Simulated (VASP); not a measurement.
# Sb (a cell with a defect) in VASP: notebook

Sb (a cell with a defect) is run at these levels: PBE; tasks: single point.

All numbers are computed with VASP 6.6.1; they aren't measurements. Logs are shortened: lines on timing, memory, paths and dates and some standing lists are left out, and cuts for length are marked.

### Step 1. The cell of the first run

The cell holds a defect, 19 atoms: a = 9.331 Å, b = 9.331 Å, c = 9.331 Å, α = 96.38°, β = 116.39°, γ = 116.39°.

### Step 2. Single point, PBE

File INCAR:

```
SYSTEM = Sb
  PREC = Accurate
  ENCUT = 520
  EDIFF = 1E-7
  ISMEAR = 0
  SIGMA = 0.1
  LREAL = Auto
  LASPH = .True.
  NELM = 100
  ALGO = Normal
  ISIF = 2
  LWAVE = .False.
  LCHARG = .False.
  GGA = PE
  NBANDS = 62
```

File KPOINTS:

```
regular mesh
0
Gamma
  4 4 4
  0 0 0
```

File POSCAR:

```
Sb
1.0
    6.2209225141     -6.2209225141      3.1104612571
   -6.2209225141      3.1104612571      6.2209225141
   -6.2209225141     -3.1104612571     -6.2209225141
Sb
19
Direct
    0.1965798275      0.2899404878      0.8948517151
    0.4003065288      0.6017342115      0.7993004313
    0.6000000000      0.9000000000      0.7000000000
    0.0034201725      0.5100595122      0.5051482849
    0.1965798275      0.8017281124      0.4066393397
    0.6003768786      0.1598669482      0.9405099304
    0.7898354810      0.4429185985      0.8469168825
    0.1000000000     -0.1000000000      0.7000000000
    0.4101645190      0.3570814015      0.5530831175
    0.5996231214      0.6401330518      0.4594900696
    0.7977822002      0.9557982030      0.3419839972
   -0.0210064391      0.2403263208      0.2386672401
    0.2210064391      0.5596736792      0.1613327599
    0.4022177998      0.8442017970      0.0580160028
    0.7996934712      0.1982657885      0.6006995687
    0.4003065288      0.1010060975      0.2985723173
    0.6000000000      0.4000000000      0.2000000000
    0.7996934712      0.6989939025      0.1014276827
    0.0034201725     -0.0017281124     -0.0066393397
```

Potentials or basis: VASP PAW PBE potentials, release 64 (Sb).

On the command line:

```
$ cat potpaw_PBE.64/Sb/POTCAR > POTCAR
$ mpirun -np 1 vasp_std > vasp.out
```

OUTCAR:

```text
SYSTEM = Sb
   PREC = Accurate
   ENCUT = 520
   EDIFF = 1E-7
   ISMEAR = 0
   LREAL = Auto
   LASPH = .True.
   NELM = 100
   ISIF = 2
   GGA = PE

 ion  position               nearest neighbor table
   1  0.197  0.290  0.895-  19 3.03  15 3.10  17 3.12   2 3.17  13 3.19   8 3.39
   2  0.400  0.602  0.799-   3 3.09   4 3.10  14 3.11   9 3.12  18 3.12   1 3.17
   3  0.600  0.900  0.700-   2 3.09  15 3.09   6 3.11  10 3.11  19 3.12   5 3.12
   4  0.003  0.510  0.505-   5 3.03   2 3.10  17 3.12  15 3.17  12 3.19   8 3.39
   5  0.197  0.802  0.407-   4 3.03  18 3.10   3 3.12  16 3.17  13 3.19   8 3.39
   6  0.600  0.160  0.941-   7 2.93  12 3.04   3 3.11  17 3.11  14 3.31   8 3.48
   7  0.790  0.443  0.847-   6 2.93   9 3.01  18 3.12  15 3.12  13 3.30
   8  0.100  0.900  0.700-   4 3.39  19 3.39   5 3.39   1 3.39  10 3.48   6 3.48  14 3.56  11 3.56

   9  0.410  0.357  0.553-  10 2.93   7 3.01   2 3.12  16 3.12  12 3.30
  10  0.600  0.640  0.459-   9 2.93  13 3.04   3 3.11  17 3.11  11 3.31   8 3.48
  11  0.798  0.956  0.342-  12 2.98  14 3.00  15 3.11  18 3.11  10 3.31   8 3.56
  12  0.979  0.240  0.239-  11 2.98   6 3.04   4 3.19  19 3.19  13 3.23   9 3.30
  13  0.221  0.560  0.161-  14 2.98  10 3.04   1 3.19   5 3.19  12 3.23   7 3.30
  14  0.402  0.844  0.058-  13 2.98  11 3.00  16 3.11   2 3.11   6 3.31   8 3.56
  15  0.800  0.198  0.601-   3 3.09   1 3.10  11 3.11   7 3.12  16 3.12   4 3.17
  16  0.400  0.101  0.299-  17 3.09  19 3.10  14 3.11   9 3.12  15 3.12   5 3.17
  17  0.600  0.400  0.200-  16 3.09  18 3.09  10 3.11   6 3.11   4 3.12   1 3.12
  18  0.800  0.699  0.101-  17 3.09   5 3.10  11 3.11   7 3.12   2 3.12  19 3.17
  19  0.003  0.998  0.993-   1 3.03  16 3.10   3 3.12  18 3.17  12 3.19   8 3.39

  LATTYP: Found a body centered tetragonal cell.
 ALAT       =     9.8361421460
 C/A-ratio  =     1.2649110641

  Lattice vectors:

 A1 = (   6.2209225141,  -3.1104612571,  -6.2209225141)
 A2 = (   6.2209225141,   3.1104612571,   6.2209225141)
 A3 = (  -6.2209225141,  -6.2209225141,   3.1104612571)

Analysis of symmetry for initial positions (statically):
=====================================================================
 Subroutine PRICEL returns:
 Original cell was already a primitive cell.

 Routine SETGRP: Setting up the symmetry group for a
 body centered tetragonal supercell.

 Subroutine GETGRP returns: Found  4 space group operations
 (whereof  1 operations were pure point group operations)
 out of a pool of 16 trial point group operations.

The static configuration has the point symmetry C_1 .
 The point group associated with its full space group is C_2h.

Analysis of symmetry for dynamics (positions and initial velocities):
=====================================================================
 Subroutine PRICEL returns:
[... 154 lines left out ...]
   NELECT =      95.0000    total number of electrons
   NUPDOWN=      -1.0000    fix difference up-down
   EMIN   =  10.00;   EMAX   =-10.00  energy-range for DOS
   EFERMI =   0.00;   METHOD = LEGACY
   ISMEAR =     0;   SIGMA  =   0.10  broadening in eV -4-tet -1-fermi 0-gaus
   EFERMI_NEDOS =   21; number of points for ismear=-14 and -15
   IALGO  =     38    algorithm
   IMIX   =      4    mixing-type and parameters
     AMIX     =   0.40;   BMIX     =  1.00
     AMIX_MAG =   1.60;   BMIX_MAG =  1.00
  volume/ion in A,a.u.               =      31.68       213.77
  Fermi-wavevector in a.u.,A,eV,Ry     =   0.884738  1.671912 10.650109  0.782761
  Thomas-Fermi vector in A             =   2.005678
   LORBIT       =      0    0 simple, 1 ext, 2 COOP (PROOUT), +10 PAW based schemes
   GGA     = PE    functional components
   LHFCALC =     F    Hartree Fock is set to
   AEXX    =    0.0000 exact exchange contribution
   IVDW    =     0    specifies the selected vdW correction
   LEPSILON=     F    determine dielectric tensor
   LRPA    =     F    only Hartree local field effects (RPA)
 non-spin polarized calculation
 Gauss-broadening in eV      SIGMA  =   0.10
  energy-cutoff  :      520.00
  volume of cell :      601.87
 maximum number of plane-waves:     16228
 NGX is ok and might be reduce to    70
   NGX = 35   NGY = 35   NGZ = 35

 number of electron      94.9999997 magnetization

 Free energy of the ion-electron system (eV)
  ---------------------------------------------------
  ext. energy  EPLUGINS =         0.00000000
  ---------------------------------------------------
  free energy    TOTEN  =       -76.78864880 eV

  energy without entropy =      -76.74548501  energy(sigma->0) =      -76.76706691

 E-fermi :   6.4057     XC(G=0):  -9.3446

 val. band max:        6.3950731780   @ k =   0.5000  -0.2500   0.2500
 cond. band min:       6.4175528063   @ k =   0.2500   0.5000   0.0000
 fundamental gap:      0.0224796283
 Fermi energy:         6.4056947173

 k-point     1 :       0.0000    0.0000    0.0000
  band No.  band energies     occupation
      1      -5.6808      2.00000
      2      -3.7787      2.00000
      3      -3.7219      2.00000
      4      -3.6676      2.00000
      5      -3.6506      2.00000
      6      -3.5919      2.00000
[... 1477 lines left out ...]
     58       8.5440      0.00000
     59       8.5852      0.00000
 [bands above 59 left out]

------------------------ aborting loop because EDIFF is reached ----------------------------------------

  FORCE on cell =-STRESS in cart. coord.  units (eV):
  Direction    XX          YY          ZZ          XY          YZ          ZX
  --------------------------------------------------------------------------------------
  -------------------------------------------------------------------------------------
  Total       -7.4069672     -5.0519965     -1.2418486      0.0000000      0.4327097      0.0000000
  in kB      -19.7172625    -13.4483572     -3.3057870      0.0000000      1.1518683      0.0000000
  external PRESSURE =     -12.1571356 kB  Pullay stress =       0.0000000 kB

 VOLUME and BASIS-vectors are now :
 -----------------------------------------------------------------------------
  energy-cutoff  :      520.00
  volume of cell :      601.87
      direct lattice vectors                 reciprocal lattice vectors
     6.220922514 -6.220922514  3.110461257     0.000000000 -0.128598290  0.064299145
    -6.220922514  3.110461257  6.220922514    -0.080373931 -0.032149573  0.096448718
    -6.220922514 -3.110461257 -6.220922514    -0.080373931 -0.096448718 -0.032149573

 POSITION                                       TOTAL-FORCE (eV/Angst)
 -----------------------------------------------------------------------------------
     -6.14759     -3.10446     -3.15165        -0.001923      0.000757      0.013932
     -6.22545     -3.10480      0.01609        -0.009235     -0.006764      0.001488
     -6.22092     -3.11046      3.11046         0.000000      0.000000     -0.000000
     -6.29425     -0.00600      0.04119         0.001923     -0.000757     -0.013932
     -6.29425      0.00600      3.06927         0.001923      0.000757      0.013932
     -3.11046     -6.16306     -2.98887         0.000000      0.008556     -0.007053
[... 11 lines left out ...]
     -0.00453     -3.11612      6.20483        -0.009235      0.006764     -0.001488
    -12.36852     -0.00600      0.04119        -0.001923     -0.000757     -0.013932
 -----------------------------------------------------------------------------------
    total drift:                                0.000000      0.000000      0.000000

  FREE ENERGIE OF THE ION-ELECTRON SYSTEM (eV)
  ---------------------------------------------------
  free  energy   TOTEN  =       -76.7886488006 eV

  energy  without entropy=      -76.7454850144  energy(sigma->0) =      -76.76706691
```

stdout:

```text
POSCAR found type information on POSCAR Sb
 POSCAR found :  1 types and      19 ions
 scaLAPACK will be used
 LDA part: xc-table for (Slater+PW92), standard interpolation
 POSCAR, INCAR and KPOINTS ok, starting setup
 FFT: planning ... GRIDC
 FFT: planning ... GRID_SOFT
 FFT: planning ... GRID
 WAVECAR not read
 entering main loop
```

Wall time 12 min (1 thread of Intel Xeon 6975P-C (Granite Rapids), shared host); peak memory 0.97 GiB.

Results:

| Property | Result |
| --- | --- |
| Free energy | -76.7886 eV |
| Pressure | -1.2 GPa |
| Largest force | 0.025 eV/Å |

Forces on the atoms (eV/Å):
```
Sb  -0.002  0.001  0.014
Sb  -0.009 -0.007  0.001
Sb   0.000  0.000  0.000
Sb   0.002 -0.001 -0.014
Sb   0.002  0.001  0.014
Sb   0.000  0.009 -0.007
Sb   0.000 -0.019  0.003
Sb   0.000  0.000  0.000
Sb   0.000  0.019 -0.003
Sb   0.000 -0.009  0.007
Sb   0.000 -0.012 -0.021
Sb   0.000  0.004  0.008
Sb   0.000 -0.004 -0.008
Sb   0.000  0.012  0.021
Sb   0.009  0.007 -0.001
Sb   0.009 -0.007  0.001
Sb   0.000  0.000  0.000
Sb  -0.009  0.007 -0.001
Sb  -0.002 -0.001 -0.014
```

Levels at points of the mesh, in eV from the Fermi level:
| k point | band 45 | band 46 | band 47 | band 48 | band 49 | band 50 |
| --- | --- | --- | --- | --- | --- | --- |
| (0.00, 0.00, 0.00) | -0.70 | -0.59 | -0.53 | -0.50 | -0.49 | -0.32 |
| (0.50, 0.00, 0.00) | -0.32 | -0.25 | -0.23 | -0.17 | -0.06 | 0.35 |
| (0.00, 0.50, 0.50) | -0.23 | -0.23 | -0.23 | 0.29 | 0.30 | 0.32 |
| (0.00, 0.50, 0.00) | -0.68 | -0.51 | -0.33 | 0.15 | 0.16 | 0.41 |
| (0.00, 0.00, 0.50) | -0.57 | -0.55 | -0.07 | 0.25 | 0.37 | 0.45 |
| (0.50, 0.50, 0.50) | -0.52 | -0.20 | 0.28 | 0.34 | 0.53 | 0.54 |

Caveat: spin-orbit coupling is left out, which moves the levels of the heavy elements.

### Step 3. Single point, PBE

File INCAR:

```
PREC = Accurate
ENCUT = 520
EDIFF = 1E-6
ISMEAR = 0
SIGMA = 0.1
LREAL = Auto
LASPH = T
NELM = 100
ALGO = Normal
ISIF = 2
LWAVE = F
LCHARG = F
GGA = PE
NBANDS = 62
```

File KPOINTS:

```
Automatic mesh
0
Gamma
  4 4 4
```

File POSCAR:

```
Sb
1.0
    6.2209225141     -6.2209225141      3.1104612571
   -6.2209225141      3.1104612571      6.2209225141
   -6.2209225141     -3.1104612571     -6.2209225141
Sb
19
Direct
    0.1981862554      0.3003827837      0.9015011224
    0.3970679232      0.5988816583      0.7981862450
    0.6000000074      0.9000000104      0.7000000169
    0.0018137382      0.4996171746      0.4984988433
    0.1981862554      0.7966851331      0.3978034717
    0.6014484602      0.1558348437      0.9456136165
    0.8022835376      0.4573250221      0.8449585155
    0.0999999672     -0.1000000079      0.6999999751
    0.3977164865      0.3426749632      0.5550415233
    0.5985515315      0.6441651539      0.4543863775
    0.7906138260      0.9471038095      0.3435100165
   -0.0108763306      0.2460311570      0.2430925124
    0.2108763670      0.5539688569      0.1569075101
    0.4093861545      0.8528962015      0.0564899530
    0.8029320758      0.2011183282      0.6018137277
    0.3970679232      0.0988816782      0.2981862649
    0.6000000074      0.3999999905      0.1999999970
    0.8029320758      0.7011183481      0.1018137476
    0.0018137382      0.0033148949      0.0021965636
```

Potentials or basis: VASP PAW PBE potentials, release 64 (Sb).

On the command line:

```
$ cat potpaw_PBE.64/Sb/POTCAR > POTCAR
$ mpirun -np 1 vasp_std > vasp.out
```

Run time: 15 min. Hardware: 1 thread of AMD EPYC 9R45 (Zen 5), shared host; peak memory 0.95 GiB.

It converged, with:

```
Free energy   : -76.5989 eV
Pressure      : -1.5 GPa
Largest force : 0.472 eV/Å
```

Forces in eV/Å, atoms in the order of the input:
```
Sb   0.237 -0.022 -0.098
Sb   0.017 -0.037  0.056
Sb   0.000  0.000  0.000
Sb  -0.237  0.022  0.098
Sb  -0.237 -0.022 -0.098
Sb   0.000  0.113  0.405
Sb   0.000  0.163 -0.443
Sb   0.000  0.000  0.000
Sb   0.000 -0.163  0.443
Sb   0.000 -0.113 -0.405
Sb   0.000 -0.161  0.160
Sb   0.000  0.036 -0.120
Sb   0.000 -0.036  0.120
Sb   0.000  0.161 -0.160
Sb  -0.017  0.037 -0.056
Sb  -0.017 -0.037  0.056
Sb   0.000  0.000  0.000
Sb   0.017  0.037 -0.056
Sb   0.237  0.022  0.098
```

Stress tensor (GPa, compression positive):
```
-1.64  0.00  0.00
 0.00 -1.27  0.18
 0.00  0.18 -1.52
```

Levels at points of the mesh, in eV from the Fermi level:
```csv
k point,band 44,band 45,band 46,band 47,band 48,band 49,band 50,band 51,band 52,band 53
"(0.00, 0.00, 0.00)",-1.10,-0.75,-0.60,-0.53,-0.47,-0.46,-0.22,0.05,0.59,0.67
"(0.50, 0.00, 0.00)",-0.42,-0.36,-0.34,-0.18,-0.09,0.06,0.33,0.33,0.56,0.74
"(0.00, 0.50, 0.50)",-0.45,-0.42,-0.32,-0.16,0.19,0.25,0.33,0.50,0.57,0.57
"(0.00, 0.50, 0.00)",-0.71,-0.66,-0.55,-0.33,0.23,0.25,0.48,0.59,0.71,1.03
"(0.00, 0.00, 0.50)",-0.74,-0.67,-0.49,0.01,0.32,0.35,0.43,0.79,0.89,0.90
"(0.50, 0.50, 0.50)",-0.59,-0.40,-0.34,0.28,0.37,0.50,0.55,0.56,0.59,0.86
```

Caveat: spin-orbit coupling is left out, which moves the levels of the heavy elements.
